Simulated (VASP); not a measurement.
AgBr, 4 atoms in the cell. The typed cell holds 4 atoms: a = 4.092 Å, b = 4.092 Å, c = 5.784 Å, α = 90.00°, β = 89.99°, γ = 90.00°. 

| Quantity | Value |
| --- | --- |
| Program | VASP 6.6.1 |
| Task | single point |
| Functional | PBEsol |
| Potentials or basis | VASP PAW PBE potentials, release 64 (Ag, Br) |
| Cutoff | 500 eV |
| k mesh | 4 × 4 × 4 |
| Occupations | gaussian, width 0.01 eV |
| Spin | no spin polarisation |
| Dipole correction | no |
| Further INCAR settings | ALGO = Normal; EDIFF = 1e-06; NBANDS = 26 |

Potentials or basis: VASP PAW PBE potentials, release 64 (Ag, Br).

Command:

```bash
$ cat potpaw_PBE.64/Ag/POTCAR potpaw_PBE.64/Br/POTCAR > POTCAR
$ mpirun -np 1 vasp_std > vasp.out
```

Hardware: 1 thread of AMD EPYC 9R45 (Zen 5), with other jobs on the host.

Problem. How long does it take, and how much memory?

Solution. Run time: 28 s on 1 thread of AMD EPYC 9R45 (Zen 5), on a shared host, peak memory 0.18 GiB. Counts: scf iterations 12, k points 30.
